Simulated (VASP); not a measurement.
# W (P-3m1) in VASP: notebook

Runs on W. Level: LDA. Tasks: single point.

Program: VASP 6.6.1. These are calculated values, not measurements. Logs are shortened: lines on timing, memory, paths and dates and some standing lists are left out, and cuts for length are marked.

### 1 The cell of the first run

It takes space group P-3m1 (No. 164, trigonal). Conventional cell: a = 2.871 Å, b = 2.871 Å, c = 18.564 Å, α = 90.00°, β = 90.00°, γ = 120.00°. Within 3.8 Å of W (site symmetry 3m) lie 9 W at 2.87 Å. Within 3.8 Å of W (site symmetry 3m) lie 12 W at 2.87 Å. W (site symmetry 3m) has 12 W at 2.87 Å within 3.8 Å.

### 2 Single point, LDA (the distance across one plane changed)

The input, INCAR:

```
PREC = Accurate ; ENCUT = 520
EDIFF = 1E-6 ; ISMEAR = 0
SIGMA = 0.15 ; LREAL = False
LASPH = True ; NELM = 60
ALGO = Fast ; ISIF = 2
LWAVE = False ; LCHARG = False
NBANDS = 51
```

The input, KPOINTS:

```
regular mesh
0
Gamma
  19 19 4
```

The input, POSCAR:

```
W
1.0
    2.0300000000     -2.0300000000      0.0000000000
    2.0300000000      0.0000000000     -2.0300000000
   10.7180762114     10.7180762114     10.7180762114
W
6
Direct
    0.6666666667      0.6666666667      0.0631205937
    0.0000000000      0.0000000000      0.6944527967
    0.3333333333      0.3333333333      0.1893870343
    0.6666666667      0.6666666667      0.4419199155
    0.0000000000      0.0000000000      0.3156534749
    0.3333333333      0.3333333333      0.5681863561
```

Potentials or basis: VASP PAW LDA potentials, release 64 (W_sv).

On the command line:

```console
cat potpaw_LDA.64/W_sv/POTCAR > POTCAR
mpirun -np 1 vasp_std > vasp.out
```

OUTCAR:

```text
PREC = Accurate
   ENCUT = 520
   EDIFF = 1E-6
   ISMEAR = 0
   LREAL = False
   LASPH = True
   NELM = 60
   ISIF = 2

 ion  position               nearest neighbor table
   1  0.667  0.667  0.063-   3 2.87   3 2.87   3 2.87
   2  0.000  0.000  0.694-   6 2.87   6 2.87   6 2.87
   3  0.333  0.333  0.189-   1 2.87   1 2.87   5 2.87   5 2.87   5 2.87   1 2.87
   4  0.667  0.667  0.442-   6 2.87   6 2.87   5 2.87   5 2.87   5 2.87   6 2.87
   5  0.000  0.000  0.316-   4 2.87   3 2.87   4 2.87   4 2.87   3 2.87   3 2.87
   6  0.333  0.333  0.568-   2 2.87   4 2.87   4 2.87   2 2.87   2 2.87   4 2.87

  LATTYP: Found a hexagonal cell.
 ALAT       =     2.8708535316
 C/A-ratio  =     6.4664575720

  Lattice vectors:

 A1 = (  -2.0300000000,   0.0000000000,   2.0300000000)
 A2 = (   2.0300000000,  -2.0300000000,   0.0000000000)
 A3 = (  10.7180762114,  10.7180762114,  10.7180762114)

Analysis of symmetry for initial positions (statically):
=====================================================================
 Subroutine PRICEL returns:
 Original cell was already a primitive cell.

 Routine SETGRP: Setting up the symmetry group for a
 hexagonal supercell.

 Subroutine GETGRP returns: Found 12 space group operations
 (whereof  6 operations were pure point group operations)
 out of a pool of 24 trial point group operations.

The static configuration has the point symmetry C_3v.
 The point group associated with its full space group is D_3d.

Analysis of symmetry for dynamics (positions and initial velocities):
=====================================================================
 Subroutine PRICEL returns:
 Original cell was already a primitive cell.

 Routine SETGRP: Setting up the symmetry group for a
 hexagonal supercell.

 Subroutine GETGRP returns: Found 12 space group operations
 (whereof  6 operations were pure point group operations)
 out of a pool of 24 trial point group operations.

The dynamic configuration has the point symmetry C_3v.
 The point group associated with its full space group is D_3d.

 Subroutine INISYM returns: Found 12 space group operations
 (whereof  6 operations are pure point group operations),
 and found     1 'primitive' translations

----------------------------------------------------------------------------------------

                                     Primitive cell

  volume of cell :     132.5044

  direct lattice vectors                    reciprocal lattice vectors
     2.030000000 -2.030000000  0.000000000     0.164203612 -0.328407225  0.164203612
     2.030000000  0.000000000 -2.030000000     0.164203612  0.164203612 -0.328407225
    10.718076211 10.718076211 10.718076211     0.031100109  0.031100109  0.031100109

  length of vectors
     2.870853532  2.870853532 18.564252558     0.402215064  0.402215064  0.053866968

  position of ions in fractional coordinates (direct lattice)
     0.666666667  0.666666667  0.063120594
     0.000000000  0.000000000  0.694452797
     0.333333333  0.333333333  0.189387034
     0.666666667  0.666666667  0.441919916
     0.000000000  0.000000000  0.315653475
     0.333333333  0.333333333  0.568186356

  ion indices of the primitive-cell ions
   primitive index   ion index
                 1           1
                 2           2
                 3           3
                 4           4
                 5           5
                 6           6

----------------------------------------------------------------------------------------

 KPOINTS: regular mesh

Automatic generation of k-mesh.
 Grid dimensions read from file:
 generate k-points for:   19   19    4

 Generating k-lattice:

  Cartesian coordinates                     Fractional coordinates (reciprocal lattice)
     0.008642295 -0.017284591  0.008642295     0.052631579  0.000000000  0.000000000
     0.008642295  0.008642295 -0.017284591     0.000000000  0.052631579  0.000000000
     0.007775027  0.007775027  0.007775027     0.000000000  0.000000000  0.250000000

  Length of vectors
     0.021169214  0.021169214  0.013466742

  Shift w.r.t. Gamma in fractional coordinates (k-lattice)
     0.000000000  0.000000000  0.000000000

 Subroutine IBZKPT returns following result:
 ===========================================

 Found    150 irreducible k-points:

 Following reciprocal coordinates:
            Coordinates               Weight
  0.000000  0.000000  0.000000      1.000000
  0.052632  0.000000  0.000000      6.000000
  0.105263  0.000000  0.000000      6.000000
  0.157895  0.000000  0.000000      6.000000
  0.210526  0.000000  0.000000      6.000000
  0.263158  0.000000  0.000000      6.000000
[... 16 lines left out ...]
  0.368421  0.105263  0.000000     12.000000
  0.421053  0.105263  0.000000     12.000000
 [... further k-points ...]
   k-points           NKPTS =    150   k-points in BZ     NKDIM =    150   number of bands    NBANDS=     51
   number of dos      NEDOS =    301   number of ions     NIONS =      6
   total plane-waves  NPLWV =  80640
   dimension x,y,z NGX =    24 NGY =   24 NGZ =  140
   dimension x,y,z NGXF=    48 NGYF=   48 NGZF=  280
   ions per type =               6
   NGX,Y,Z   is equivalent  to a cutoff of  13.90, 13.90, 12.54 a.u.
   NGXF,Y,Z  is equivalent  to a cutoff of  27.80, 27.80, 25.07 a.u.
 SYSTEM =  unknown system
   PREC   = accura    normal or accurate (medium, high low for compatibility)
   ISTART =      0    job   : 0-new  1-cont  2-samecut
   ICHARG =      2    charge: 1-file 2-atom 10-const
   ISPIN  =      1    spin polarized calculation?
   LNONCOLLINEAR =      F non collinear calculations
   LSORBIT =      F    spin-orbit coupling
   LASPH  =      T    aspherical Exc in radial PAW
   ENCUT  =  520.0 eV  38.22 Ry    6.18 a.u.   5.34  5.34 34.52*2*pi/ulx,y,z
   NELM   =     60;   NELMIN=  2; NELMDL= -5     # of ELM steps
   EDIFF  = 0.1E-05   stopping-criterion for ELM
   LREAL  =      F    real-space projection
   EDIFFG = 0.1E-04   stopping-criterion for IOM
   NSW    =      0    number of steps for IOM
   IBRION =     -1    ionic relax: 0-MD 1-quasi-New 2-CG
   NFREE  =      0    steps in history (QN), initial steepest desc. (CG)
   ISIF   =      2    stress and relaxation
   ISYM   =      2    0-nonsym 1-usesym 2-fastsym
   POTIM  = 0.5000    time-step for ionic-motion
   TEBEG  =    0.0;   TEEND  =   0.0 temperature during run
   PSTRESS=    0.0 pullay stress
   NELECT =      84.0000    total number of electrons
   NUPDOWN=      -1.0000    fix difference up-down
   EMIN   =  10.00;   EMAX   =-10.00  energy-range for DOS
   EFERMI =   0.00;   METHOD = LEGACY
   ISMEAR =     0;   SIGMA  =   0.15  broadening in eV -4-tet -1-fermi 0-gaus
   EFERMI_NEDOS =   21; number of points for ismear=-14 and -15
   IALGO  =     68    algorithm
   IMIX   =      4    mixing-type and parameters
     AMIX     =   0.40;   BMIX     =  1.00
     AMIX_MAG =   1.60;   BMIX_MAG =  1.00
  volume/ion in A,a.u.               =      22.08       149.03
  Fermi-wavevector in a.u.,A,eV,Ry     =   1.406343  2.657603 26.909605  1.977800
  Thomas-Fermi vector in A             =   2.528713
   LORBIT       =      0    0 simple, 1 ext, 2 COOP (PROOUT), +10 PAW based schemes
   GGA     = CA    functional components
   LHFCALC =     F    Hartree Fock is set to
   AEXX    =    0.0000 exact exchange contribution
   IVDW    =     0    specifies the selected vdW correction
   LEPSILON=     F    determine dielectric tensor
   LRPA    =     F    only Hartree local field effects (RPA)
 non-spin polarized calculation
 RMM-DIIS sequential band-by-band and
 Gauss-broadening in eV      SIGMA  =   0.15
  energy-cutoff  :      520.00
  volume of cell :      132.50
 maximum number of plane-waves:      3621
 NGX is ok and might be reduce to    24
   NGX = 11   NGY = 11   NGZ = 69

 number of electron      83.9999993 magnetization

 Free energy of the ion-electron system (eV)
  ---------------------------------------------------
  ext. energy  EPLUGINS =         0.00000000
  ---------------------------------------------------
  free energy    TOTEN  =       -78.58352665 eV

  energy without entropy =      -78.47997383  energy(sigma->0) =      -78.53175024

 E-fermi :   6.4916     XC(G=0): -11.2071

 val. band max:        6.4910147735   @ k =   0.1053   0.0526   0.0000
 cond. band min:       6.4919858089   @ k =   0.1579   0.0526  -0.0000
 fundamental gap:      0.0009710354
 Fermi energy:         6.4916055348

 k-point     1 :       0.0000    0.0000    0.0000
  band No.  band energies     occupation
      1     -66.8484      2.00000
      2     -66.8482      2.00000
      3     -66.7835      2.00000
      4     -66.7806      2.00000
      5     -66.7051      2.00000
      6     -66.6581      2.00000
[... 43 lines left out ...]
     50       8.7465      0.00000
     51       8.8571      0.00000

 k-point     2 :       0.0526    0.0000    0.0000
  band No.  band energies     occupation
      1     -66.8464      2.00000
      2     -66.8462      2.00000
      3     -66.7817      2.00000
      4     -66.7789      2.00000
      5     -66.7032      2.00000
      6     -66.6567      2.00000
[... 43 lines left out ...]
     50       8.4758      0.00000
     51       8.5365      0.00000

 k-point     3 :       0.1053    0.0000    0.0000
  band No.  band energies     occupation
      1     -66.8406      2.00000
      2     -66.8405      2.00000
      3     -66.7766      2.00000
      4     -66.7740      2.00000
      5     -66.6977      2.00000
      6     -66.6527      2.00000
[... 43 lines left out ...]
     50       8.1154      0.00000
     51       8.1848      0.00000
[... 1027 lines left out ...]
 k-point    23 :       0.3684    0.1053    0.0000
  band No.  band energies     occupation
      1     -66.7929      2.00000
      2     -66.7929      2.00000
      3     -66.7353      2.00000
      4     -66.7346      2.00000
      5     -66.6507      2.00000
      6     -66.6222      2.00000
[... 43 lines left out ...]
     50       9.0871      0.00000
     51       9.5778      0.00000

 k-point    24 :       0.4211    0.1053    0.0000
  band No.  band energies     occupation
      1     -66.7830      2.00000
      2     -66.7830      2.00000
      3     -66.7269      2.00000
      4     -66.7266      2.00000
      5     -66.6401      2.00000
      6     -66.6168      2.00000
[... 43 lines left out ...]
     50       9.4605      0.00000
     51       9.9617      0.00000

 [... further k-points ...]

------------------------ aborting loop because EDIFF is reached ----------------------------------------

  FORCE on cell =-STRESS in cart. coord.  units (eV):
  Direction    XX          YY          ZZ          XY          YZ          ZX
  --------------------------------------------------------------------------------------
  -------------------------------------------------------------------------------------
  Total      -13.9896602    -13.9896602    -13.9896602      2.9073133      2.9073133      2.9073133
  in kB     -169.1560663   -169.1560663   -169.1560663     35.1537976     35.1537976     35.1537976
  external PRESSURE =    -169.1560663 kB  Pullay stress =       0.0000000 kB

 VOLUME and BASIS-vectors are now :
 -----------------------------------------------------------------------------
  energy-cutoff  :      520.00
  volume of cell :      132.50
      direct lattice vectors                 reciprocal lattice vectors
     2.030000000 -2.030000000  0.000000000     0.164203612 -0.328407225  0.164203612
     2.030000000  0.000000000 -2.030000000     0.164203612  0.164203612 -0.328407225
    10.718076211 10.718076211 10.718076211     0.031100109  0.031100109  0.031100109

 POSITION                                       TOTAL-FORCE (eV/Angst)
 -----------------------------------------------------------------------------------
      3.38320     -0.67680     -0.67680         0.330507      0.330507      0.330507
      7.44320      7.44320      7.44320        -0.330507     -0.330507     -0.330507
      3.38320      1.35320      1.35320         0.046413      0.046413      0.046413
      7.44320      3.38320      3.38320        -0.140501     -0.140501     -0.140501
      3.38320      3.38320      3.38320         0.140501      0.140501      0.140501
      7.44320      5.41320      5.41320        -0.046413     -0.046413     -0.046413
 -----------------------------------------------------------------------------------
    total drift:                                0.000008      0.000008      0.000008

  FREE ENERGIE OF THE ION-ELECTRON SYSTEM (eV)
  ---------------------------------------------------
  free  energy   TOTEN  =       -78.5835266498 eV

  energy  without entropy=      -78.4799738325  energy(sigma->0) =      -78.53175024
```

Run time: 13 min. Hardware: 1 thread of Intel Xeon 6975P-C (Granite Rapids), shared host; peak memory 0.7 GiB.

Results:

```
Free energy            : -78.5835 eV
Pressure               : -16.9 GPa
Largest force          : 0.572 eV/Å
Band gap on the k mesh : zero (bands 42 and 43 overlap by 1.53 eV)
```

Forces in eV/Å, atoms in the order of the input:
```
W    0.331  0.331  0.331
W   -0.331 -0.331 -0.331
W    0.046  0.046  0.046
W   -0.141 -0.141 -0.141
W    0.141  0.141  0.141
W   -0.046 -0.046 -0.046
```

Caveat: the cell differs from its parent crystal (the distance across one plane changed); the cell stands under tension; spin-orbit coupling is left out, which moves the levels of the heavy elements.

### 3 Single point, LDA

This run uses another cell than the first one, of 16.37 Å³/atom.

The input, INCAR:

```
ALGO = Fast
EDIFF = 1E-6
ENCUT = 520
ISIF = 2
ISMEAR = 0
LASPH = T
LCHARG = T
LELF = T
LREAL = F
LVHAR = T
LWAVE = F
NBANDS = 51
NELM = 80
PREC = Accurate
SIGMA = 0.15
```

The input, KPOINTS:

```
k-points
0
Gamma
  19 19 4
```

The input, POSCAR:

```
W
1.0
    2.0300000000     -2.0300000000      0.0000000000
    2.0300000000      0.0000000000     -2.0300000000
    7.9467949192      7.9467949192      7.9467949192
W
6
Direct
    0.6666666667      0.6666666667      0.0851326025
    0.0000000000      0.0000000000      0.9366289272
    0.3333333333      0.3333333333      0.2554318675
    0.6666666667      0.6666666667      0.5960303973
    0.0000000000      0.0000000000      0.4257311324
    0.3333333333      0.3333333333      0.7663296623
```

Potentials or basis: VASP PAW LDA potentials, release 64 (W_sv).

On the command line:

```console
cat potpaw_LDA.64/W_sv/POTCAR > POTCAR
mpirun -np 1 vasp_std > vasp.out
```

OUTCAR:

```text
EDIFF = 1E-6
   ENCUT = 520
   ISIF = 2
   ISMEAR = 0
   LASPH = T
   LREAL = F
   NELM = 80
   PREC = Accurate

 ion  position               nearest neighbor table
   1  0.667  0.667  0.085-   2 2.63   2 2.63   2 2.63   3 2.87   3 2.87   3 2.87
   2  0.000  0.000  0.937-   1 2.63   1 2.63   1 2.63   6 2.87   6 2.87   6 2.87
   3  0.333  0.333  0.255-   5 2.87   5 2.87   5 2.87   1 2.87   1 2.87   1 2.87
   4  0.667  0.667  0.596-   5 2.87   5 2.87   5 2.87   6 2.87   6 2.87   6 2.87
   5  0.000  0.000  0.426-   4 2.87   3 2.87   4 2.87   4 2.87   3 2.87   3 2.87
   6  0.333  0.333  0.766-   2 2.87   2 2.87   2 2.87   4 2.87   4 2.87   4 2.87

  LATTYP: Found a hexagonal cell.
 ALAT       =     2.8708535316
 C/A-ratio  =     4.7944809464

  Lattice vectors:

 A1 = (  -2.0300000000,   0.0000000000,   2.0300000000)
 A2 = (   2.0300000000,  -2.0300000000,  -0.0000000000)
 A3 = (   7.9467949192,   7.9467949192,   7.9467949192)

Analysis of symmetry for initial positions (statically):
=====================================================================
 Subroutine PRICEL returns:
 Original cell was already a primitive cell.

[... 186 lines left out ...]
 Fermi energy:        10.4155820351

 k-point     1 :       0.0000    0.0000    0.0000
  band No.  band energies     occupation
      1     -62.8751      2.00000
      2     -62.8635      2.00000
      3     -62.8231      2.00000
      4     -62.7816      2.00000
      5     -62.7284      2.00000
      6     -62.5792      2.00000
[... 1285 lines left out ...]
     50      13.9612      0.00000
     51      14.3597      0.00000

 [... further k-points ...]

------------------------ aborting loop because EDIFF is reached ----------------------------------------

  FORCE on cell =-STRESS in cart. coord.  units (eV):
  Direction    XX          YY          ZZ          XY          YZ          ZX
  --------------------------------------------------------------------------------------
  -------------------------------------------------------------------------------------
  Total       -5.6465861     -5.6465861     -5.6465861     -1.0239108     -1.0239108     -1.0239108
  in kB      -92.0854903    -92.0854903    -92.0854903    -16.6981116    -16.6981116    -16.6981116
  external PRESSURE =     -92.0854903 kB  Pullay stress =       0.0000000 kB

 VOLUME and BASIS-vectors are now :
 -----------------------------------------------------------------------------
  energy-cutoff  :      520.00
  volume of cell :       98.24
      direct lattice vectors                 reciprocal lattice vectors
     2.030000000 -2.030000000  0.000000000     0.164203612 -0.328407225  0.164203612
     2.030000000  0.000000000 -2.030000000     0.164203612  0.164203612 -0.328407225
     7.946794919  7.946794919  7.946794919     0.041945632  0.041945632  0.041945632

 POSITION                                       TOTAL-FORCE (eV/Angst)
 -----------------------------------------------------------------------------------
      3.38320     -0.67680     -0.67680         1.078203      1.078203      1.078203
      7.44320      7.44320      7.44320        -1.078203     -1.078203     -1.078203
      3.38320      1.35320      1.35320        -0.176340     -0.176340     -0.176340
      7.44320      3.38320      3.38320         0.017751      0.017751      0.017751
      3.38320      3.38320      3.38320        -0.017751     -0.017751     -0.017751
      7.44320      5.41320      5.41320         0.176340      0.176340      0.176340
 -----------------------------------------------------------------------------------
    total drift:                               -0.000012     -0.000012     -0.000012

  FREE ENERGIE OF THE ION-ELECTRON SYSTEM (eV)
  ---------------------------------------------------
  free  energy   TOTEN  =       -81.4124573965 eV

  energy  without entropy=      -81.3339608424  energy(sigma->0) =      -81.37320912
```

stdout:

```text
POSCAR found type information on POSCAR W
 POSCAR found :  1 types and       6 ions
 scaLAPACK will be used
 LDA part: xc-table for (Slater(with rela. corr.)+CA(PZ))
 , standard interpolation
 POSCAR, INCAR and KPOINTS ok, starting setup
 FFT: planning ... GRIDC
 FFT: planning ... GRID_SOFT
 FFT: planning ... GRID
 WAVECAR not read
 entering main loop
WARNING in EDDRMM: call to ZHEGV failed, returncode =   8  4     50
WARNING in EDDRMM: call to ZHEGV failed, returncode =   8  4     48
WARNING in EDDRMM: call to ZHEGV failed, returncode =   8  4     48
```

Run time: 16 min. Hardware: 1 thread of Intel Xeon Platinum 8488C (Sapphire Rapids), shared host; peak memory 0.56 GiB.

Results:

| Property | Result |
| --- | --- |
| Free energy | -81.4125 eV |
| Pressure | -9.2 GPa |
| Largest force | 1.868 eV/Å |
| Band gap on the k mesh | zero (bands 42 and 43 overlap by 0.90 eV) |

Forces on the atoms (eV/Å):
```
W    1.078  1.078  1.078
W   -1.078 -1.078 -1.078
W   -0.176 -0.176 -0.176
W    0.018  0.018  0.018
W   -0.018 -0.018 -0.018
W    0.176  0.176  0.176
```

Levels at points of the mesh, in eV from the Fermi level:
```
           k point  band 39  band 40  band 41  band 42  band 43  band 44  band 45  band 46
(0.00, 0.00, 0.00)    -0.59    -0.59    -0.43    -0.43    -0.30    -0.30    -0.19    -0.19
(0.00, 0.00, 0.50)    -0.70    -0.45    -0.45    -0.38    -0.24    -0.24    -0.17    -0.17
```

Caveat: the cell stands under tension; spin-orbit coupling is left out, which moves the levels of the heavy elements; forces of over 1 eV/Å act on the atoms, so gaps and moduli don't describe the material at rest.
